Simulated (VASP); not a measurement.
# GaP (Fm-3m) in VASP: single point with LDA

Aim: the single point of GaP with LDA.

All numbers are computed with VASP 6.6.1; they aren't measurements. Logs are shortened: lines on timing, memory, paths and dates and some standing lists are left out, and cuts for length are marked.

### Step 1. The cell of the first run

The structure is cubic, space group Fm-3m (No. 225). Conventional cell: a = 5.117 Å, b = 5.117 Å, c = 5.117 Å, α = 90.00°, β = 90.00°, γ = 90.00°. Ga (site symmetry m-3m) has 6 P at 2.56 Å within 3.4 Å. P (site symmetry m-3m) has 6 Ga at 2.56 Å within 3.4 Å.

### Step 2. Single point, LDA

INCAR reads:

```
PREC = Accurate
ENCUT = 520
EDIFF = 1E-6
ISMEAR = -1
SIGMA = 0.02
LREAL = False
LASPH = True
NELM = 60
ALGO = Normal
ISIF = 2
LWAVE = False
LCHARG = False
GGA = CA
NBANDS = 16
```

KPOINTS reads:

```
regular mesh
0
Gamma
  6 6 6
```

POSCAR reads:

```
GaP
1.0
    0.0000000000      2.5585352627      2.5585352627
    2.5585352627      0.0000000000      2.5585352627
    2.5585352627      2.5585352627      0.0000000000
Ga P
1 1
Direct
    0.0000000000      0.0000000000      0.0000000000
    0.5000000000      0.5000000000      0.5000000000
```

Potentials or basis: VASP PAW LDA potentials, release 64 (Ga_d, P).

Run with:

```
> cat potpaw_LDA.64/Ga_d/POTCAR potpaw_LDA.64/P/POTCAR > POTCAR
> mpirun -np 1 vasp_std > vasp.out
```

OUTCAR:

```text
PREC = Accurate
   ENCUT = 520
   EDIFF = 1E-6
   ISMEAR = -1
   LREAL = False
   LASPH = True
   NELM = 60
   ISIF = 2
   GGA = CA

 ion  position               nearest neighbor table
   1  0.000  0.000  0.000-   2 2.56   2 2.56   2 2.56   2 2.56   2 2.56   2 2.56
   2  0.500  0.500  0.500-   1 2.56   1 2.56   1 2.56   1 2.56   1 2.56   1 2.56

  LATTYP: Found a face centered cubic cell.
 ALAT       =     5.1170705254

  Lattice vectors:

 A1 = (   0.0000000000,   2.5585352627,   2.5585352627)
 A2 = (   2.5585352627,   0.0000000000,   2.5585352627)
 A3 = (   2.5585352627,   2.5585352627,   0.0000000000)

Analysis of symmetry for initial positions (statically):
=====================================================================
 Subroutine PRICEL returns:
 Original cell was already a primitive cell.

 Routine SETGRP: Setting up the symmetry group for a
 face centered cubic supercell.

 Subroutine GETGRP returns: Found 48 space group operations
 (whereof 48 operations were pure point group operations)
 out of a pool of 48 trial point group operations.

The static configuration has the point symmetry O_h .

Analysis of symmetry for dynamics (positions and initial velocities):
=====================================================================
 Subroutine PRICEL returns:
 Original cell was already a primitive cell.

 Routine SETGRP: Setting up the symmetry group for a
 face centered cubic supercell.

 Subroutine GETGRP returns: Found 48 space group operations
 (whereof 48 operations were pure point group operations)
 out of a pool of 48 trial point group operations.

The dynamic configuration has the point symmetry O_h .

 Subroutine INISYM returns: Found 48 space group operations
 (whereof 48 operations are pure point group operations),
 and found     1 'primitive' translations

----------------------------------------------------------------------------------------

                                     Primitive cell

  volume of cell :      33.4969

  direct lattice vectors                    reciprocal lattice vectors
     0.000000000  2.558535263  2.558535263    -0.195424315  0.195424315  0.195424315
     2.558535263  0.000000000  2.558535263     0.195424315 -0.195424315  0.195424315
     2.558535263  2.558535263  0.000000000     0.195424315  0.195424315 -0.195424315

  length of vectors
     3.618315268  3.618315268  3.618315268     0.338484842  0.338484842  0.338484842

  position of ions in fractional coordinates (direct lattice)
     0.000000000  0.000000000  0.000000000
     0.500000000  0.500000000  0.500000000

  ion indices of the primitive-cell ions
   primitive index   ion index
                 1           1
                 2           2

----------------------------------------------------------------------------------------

 KPOINTS: regular mesh

Automatic generation of k-mesh.
 Grid dimensions read from file:
 generate k-points for:    6    6    6

 Generating k-lattice:

  Cartesian coordinates                     Fractional coordinates (reciprocal lattice)
    -0.032570719  0.032570719  0.032570719     0.166666667  0.000000000  0.000000000
     0.032570719 -0.032570719  0.032570719     0.000000000  0.166666667  0.000000000
     0.032570719  0.032570719 -0.032570719     0.000000000  0.000000000  0.166666667

  Length of vectors
     0.056414140  0.056414140  0.056414140

  Shift w.r.t. Gamma in fractional coordinates (k-lattice)
     0.000000000  0.000000000  0.000000000

 Subroutine IBZKPT returns following result:
 ===========================================

 Found     16 irreducible k-points:

 Following reciprocal coordinates:
            Coordinates               Weight
  0.000000  0.000000  0.000000      1.000000
  0.166667  0.000000  0.000000      8.000000
  0.333333  0.000000  0.000000      8.000000
  0.500000  0.000000  0.000000      4.000000
  0.166667  0.166667  0.000000      6.000000
  0.333333  0.166667  0.000000     24.000000
[... 8 lines left out ...]
 -0.333333  0.333333  0.166667     24.000000
 -0.333333  0.500000  0.166667     12.000000
   k-points           NKPTS =     16   k-points in BZ     NKDIM =     16   number of bands    NBANDS=     16
   number of dos      NEDOS =    301   number of ions     NIONS =      2
   total plane-waves  NPLWV =  21952
   dimension x,y,z NGX =    28 NGY =   28 NGZ =   28
   dimension x,y,z NGXF=    56 NGYF=   56 NGZF=   56
   ions per type =               1   1
   NGX,Y,Z   is equivalent  to a cutoff of  12.86, 12.86, 12.86 a.u.
   NGXF,Y,Z  is equivalent  to a cutoff of  25.73, 25.73, 25.73 a.u.
 SYSTEM =  unknown system
   PREC   = accura    normal or accurate (medium, high low for compatibility)
   ISTART =      0    job   : 0-new  1-cont  2-samecut
   ICHARG =      2    charge: 1-file 2-atom 10-const
   ISPIN  =      1    spin polarized calculation?
   LNONCOLLINEAR =      F non collinear calculations
   LSORBIT =      F    spin-orbit coupling
   LASPH  =      T    aspherical Exc in radial PAW
   ENCUT  =  520.0 eV  38.22 Ry    6.18 a.u.   6.73  6.73  6.73*2*pi/ulx,y,z
   NELM   =     60;   NELMIN=  2; NELMDL= -5     # of ELM steps
   EDIFF  = 0.1E-05   stopping-criterion for ELM
   LREAL  =      F    real-space projection
   EDIFFG = 0.1E-04   stopping-criterion for IOM
   NSW    =      0    number of steps for IOM
   IBRION =     -1    ionic relax: 0-MD 1-quasi-New 2-CG
   NFREE  =      0    steps in history (QN), initial steepest desc. (CG)
   ISIF   =      2    stress and relaxation
   ISYM   =      2    0-nonsym 1-usesym 2-fastsym
   POTIM  = 0.5000    time-step for ionic-motion
   TEBEG  =    0.0;   TEEND  =   0.0 temperature during run
   PSTRESS=    0.0 pullay stress
   NELECT =      18.0000    total number of electrons
   NUPDOWN=      -1.0000    fix difference up-down
   EMIN   =  10.00;   EMAX   =-10.00  energy-range for DOS
   EFERMI =   0.00;   METHOD = LEGACY
   ISMEAR =    -1;   SIGMA  =   0.02  broadening in eV -4-tet -1-fermi 0-gaus
   EFERMI_NEDOS =   21; number of points for ismear=-14 and -15
   IALGO  =     38    algorithm
   IMIX   =      4    mixing-type and parameters
     AMIX     =   0.40;   BMIX     =  1.00
     AMIX_MAG =   1.60;   BMIX_MAG =  1.00
  volume/ion in A,a.u.               =      16.75       113.02
  Fermi-wavevector in a.u.,A,eV,Ry     =   1.330958  2.515145 24.102020  1.771448
  Thomas-Fermi vector in A             =   2.460005
   LORBIT       =      0    0 simple, 1 ext, 2 COOP (PROOUT), +10 PAW based schemes
   GGA     = CA    functional components
   LHFCALC =     F    Hartree Fock is set to
   AEXX    =    0.0000 exact exchange contribution
   IVDW    =     0    specifies the selected vdW correction
   LEPSILON=     F    determine dielectric tensor
   LRPA    =     F    only Hartree local field effects (RPA)
 non-spin polarized calculation
  energy-cutoff  :      520.00
  volume of cell :       33.50
 maximum number of plane-waves:       934
   NGX = 13   NGY = 13   NGZ = 13

 number of electron      17.9999996 magnetization

 Free energy of the ion-electron system (eV)
  ---------------------------------------------------
  ext. energy  EPLUGINS =         0.00000000
  ---------------------------------------------------
  free energy    TOTEN  =        -9.76339801 eV

  energy without entropy =       -9.76092545  energy(sigma->0) =       -9.76216173

 E-fermi :   6.5936     XC(G=0): -11.3215

 val. band max:        6.5564840202   @ k =   0.0000   0.0000   0.0000
 cond. band min:       6.6148017768   @ k =   0.3333   0.0000   0.0000
 fundamental gap:      0.0583177566
 Fermi energy:         6.5936000262

 k-point     1 :       0.0000    0.0000    0.0000
  band No.  band energies     occupation
      1      -8.2748      2.00000
      2      -8.2748      2.00000
      3      -8.2490      2.00000
      4      -8.2490      2.00000
      5      -8.2490      2.00000
      6      -6.8271      2.00000
[... 8 lines left out ...]
     15      15.1778      0.00000
     16      15.1778      0.00000

 k-point     2 :       0.1667    0.0000    0.0000
  band No.  band energies     occupation
      1      -8.2833      2.00000
      2      -8.2833      2.00000
      3      -8.2511      2.00000
      4      -8.2377      2.00000
      5      -8.2377      2.00000
      6      -6.4012      2.00000
[... 8 lines left out ...]
     15      14.6840      0.00000
     16      15.0701      0.00000

 k-point     3 :       0.3333    0.0000    0.0000
  band No.  band energies     occupation
      1      -8.3038      2.00000
      2      -8.3038      2.00000
      3      -8.2587      2.00000
      4      -8.2115      2.00000
      5      -8.2115      2.00000
      6      -5.1788      2.00000
[... 8 lines left out ...]
     15      16.9728      0.00000
     16      16.9728      0.00000

 k-point     4 :       0.5000    0.0000    0.0000
  band No.  band energies     occupation
      1      -8.3144      2.00000
      2      -8.3144      2.00000
      3      -8.2634      2.00000
      4      -8.1980      2.00000
      5      -8.1980      2.00000
      6      -3.9367      2.00000
[... 8 lines left out ...]
     15      19.3346      0.00000
     16      19.4399      0.00000
[... 172 lines left out ...]
 k-point    14 :       0.5000    0.3333    0.1667
  band No.  band energies     occupation
      1      -8.3884      2.00000
      2      -8.2801      2.00000
      3      -8.2567      2.00000
      4      -8.2115      2.00000
      5      -8.1972      2.00000
      6      -4.0841      2.00000
[... 8 lines left out ...]
     15      19.7308      0.00000
     16      19.9923      0.00000

 k-point    15 :      -0.3333    0.3333    0.1667
  band No.  band energies     occupation
      1      -8.4010      2.00000
      2      -8.2872      2.00000
      3      -8.2390      2.00000
      4      -8.2285      2.00000
      5      -8.1867      2.00000
      6      -3.0008      2.00000
[... 8 lines left out ...]
     15      17.5986      0.00000
     16      21.1865      0.00000

 k-point    16 :      -0.3333    0.5000    0.1667
  band No.  band energies     occupation
      1      -8.4474      2.00000
      2      -8.2681      2.00000
      3      -8.2621      2.00000
      4      -8.2077      2.00000
      5      -8.1775      2.00000
      6      -2.6288      2.00000
[... 8 lines left out ...]
     15      20.0130      0.00000
     16      21.6391      0.00000

------------------------ aborting loop because EDIFF is reached ----------------------------------------

  FORCE on cell =-STRESS in cart. coord.  units (eV):
  Direction    XX          YY          ZZ          XY          YZ          ZX
  --------------------------------------------------------------------------------------
  -------------------------------------------------------------------------------------
  Total       -0.7742576     -0.7742576     -0.7742576     -0.0000000     -0.0000000     -0.0000000
  in kB      -37.0332491    -37.0332491    -37.0332491     -0.0000000     -0.0000000     -0.0000000
  external PRESSURE =     -37.0332491 kB  Pullay stress =       0.0000000 kB

 VOLUME and BASIS-vectors are now :
 -----------------------------------------------------------------------------
  energy-cutoff  :      520.00
  volume of cell :       33.50
      direct lattice vectors                 reciprocal lattice vectors
     0.000000000  2.558535263  2.558535263    -0.195424315  0.195424315  0.195424315
     2.558535263  0.000000000  2.558535263     0.195424315 -0.195424315  0.195424315
     2.558535263  2.558535263  0.000000000     0.195424315  0.195424315 -0.195424315

 POSITION                                       TOTAL-FORCE (eV/Angst)
 -----------------------------------------------------------------------------------
      0.00000      0.00000      0.00000        -0.000000      0.000000      0.000000
      2.55854      2.55854      2.55854         0.000000      0.000000      0.000000
 -----------------------------------------------------------------------------------
    total drift:                               -0.000000      0.000000      0.000000

  FREE ENERGIE OF THE ION-ELECTRON SYSTEM (eV)
  ---------------------------------------------------
  free  energy   TOTEN  =        -9.7633980070 eV

  energy  without entropy=       -9.7609254474  energy(sigma->0) =       -9.76216173
```

Run time: 7.2 s. Hardware: 1 thread of Intel Xeon Platinum 8259CL at 2.50GHz (Skylake/Cascade Lake), shared host; peak memory 0.13 GiB.

What came out:

| Property | Result |
| --- | --- |
| Free energy | -9.7634 eV |
| Pressure | -3.7 GPa |
| Band gap on the k mesh | zero (band 9 reaches 7.14 eV, above the bottom of band 10 at 3.82 eV) |
